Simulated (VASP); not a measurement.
Wanted: the native input for a VASP 6.6.1 run.

```
Task                   : relaxation of cell and atoms
Functional             : PBEsol
Potentials or basis    : VASP PAW PBE potentials, release 64 (Si, Ge_d)
Cutoff                 : 600 eV
k mesh                 : 12 × 12 × 12
Occupations            : fermi-dirac, width 0.15 eV
Spin                   : no spin polarisation
Dipole correction      : no
Further INCAR settings : ALGO = Normal; EDIFF = 1e-07; IBRION = 2; EDIFFG = -0.001; NSW = 80; ISIF = 3
```

The structure of SiGe2 lies in POSCAR:

```
SiGe2
1.0
    0.0000000000      3.0597745592      3.0597745592
    3.0597745592      0.0000000000      3.0597745592
    3.0597745592      3.0597745592      0.0000000000
Si Ge
1 2
Direct
    0.0000000000      0.0000000000      0.0000000000
    0.7500000000      0.7500000000      0.7500000000
    0.2500000000      0.2500000000      0.2500000000
```

The input as run:

INCAR

```
SYSTEM = SiGe2
PREC = Accurate
ENCUT = 600
EDIFF = 1E-7
ISMEAR = -1
SIGMA = 0.15
LREAL = .FALSE.
LASPH = .TRUE.
NELM = 80
ALGO = Normal
ISIF = 3
LWAVE = .FALSE.
LCHARG = .FALSE.
GGA = PS
IBRION = 2
NSW = 80
EDIFFG = -0.001
```

KPOINTS

```
Automatic mesh
0
G
  12 12 12
  0 0 0
```

Potentials or basis: VASP PAW PBE potentials, release 64 (Si, Ge_d).

The run is started by

```bash
$ cat potpaw_PBE.64/Si/POTCAR potpaw_PBE.64/Ge_d/POTCAR > POTCAR
$ mpirun -np 1 vasp_std > vasp.out
```

Results of the run:

```
Relaxed volume                         : 19.14 Å³/atom
Relaxed cell                           : a = 4.330 Å, b = 4.330 Å, c = 4.330 Å, α = 60.00°, β = 60.00°, γ = 60.00°
Space group after relaxing (to 0.05 Å) : Fm-3m (No. 225)
Energy gained by relaxing              : 0.0 meV/atom
Ionic steps                            : 6
Pressure after relaxing                : 0.0 GPa
Band gap on the k mesh                 : zero (band 16 reaches 7.44 eV, above the bottom of band 17 at 5.24 eV)
```

Caveat: the PAW data sets were made with another functional, which shifts forces and pressure a little.

Run time: 2.1 min on 1 thread of Intel(R) Xeon(R) 6975P-C (Granite Rapids), with other jobs on the host, peak memory 0.27 GiB.
